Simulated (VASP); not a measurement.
Wanted: the native input for a VASP 6.6.1 run.

| Quantity | Value |
| --- | --- |
| Task | single point |
| Functional | PBEsol |
| Potentials or basis | VASP PAW PBE potentials, release 64 (Sb, Ni) |
| Cutoff | 520 eV |
| k mesh | 7 × 7 × 5 |
| Occupations | fermi-dirac, width 0.05 eV |
| Spin | collinear spin, ferromagnetic start |
| Starting moments | [0.0, 0.0, 1.0, 1.0] μB |
| Dipole correction | no |
| Further INCAR settings | ALGO = Normal; EDIFF = 1e-06; NBANDS = 27 |

The structure of NiSb (Breithauptite) lies in POSCAR:

```
NiSb
1.0
    3.9280000000      0.0000000000      0.0000000000
   -1.9640000000      3.4017477861      0.0000000000
    0.0000000000      0.0000000000      5.1200000000
Sb Ni
2 2
Direct
    0.6666666667      0.3333333333      0.7500000000
    0.3333333333      0.6666666667      0.2500000000
    0.0000000000      0.0000000000      0.5000000000
    0.0000000000      0.0000000000      0.0000000000
```

The input as run:

INCAR

```
SYSTEM = NiSb
  PREC = Accurate
  ENCUT = 520
  EDIFF = 1E-6
  ISMEAR = -1
  SIGMA = 0.05
  LREAL = .FALSE.
  LASPH = .TRUE.
  NELM = 150
  ALGO = Normal
  ISIF = 2
  LWAVE = .FALSE.
  LCHARG = .FALSE.
  ISPIN = 2
  MAGMOM = 0 0 1 1
  LORBIT = 11
  LMAXMIX = 4
  GGA = PS
  NBANDS = 27
```

KPOINTS

```
Automatic mesh
0
G
  7 7 5
  0 0 0
```

Potentials or basis: VASP PAW PBE potentials, release 64 (Sb, Ni).

The run is started by

```console
$ cat potpaw_PBE.64/Sb/POTCAR potpaw_PBE.64/Ni/POTCAR > POTCAR
$ mpirun -np 1 vasp_std > vasp.out
```

It gave:

```
Pressure                                              : -1.9 GPa
Band gap on the k mesh                                : zero (filled and empty bands overlap)
Net moment                                            : 0.00 μB per cell
Valence electrons inside the program's atomic spheres : Sb 2.43; Ni 9.41
```

Caveat: the PAW data sets were made with another functional, which shifts forces and pressure a little; spin-orbit coupling is left out, which moves the levels of the heavy elements.

Wall time 52 s on 1 thread of AMD EPYC 9R45 96-Core Processor (Zen 5) (shared host), peak memory 0.22 GiB.
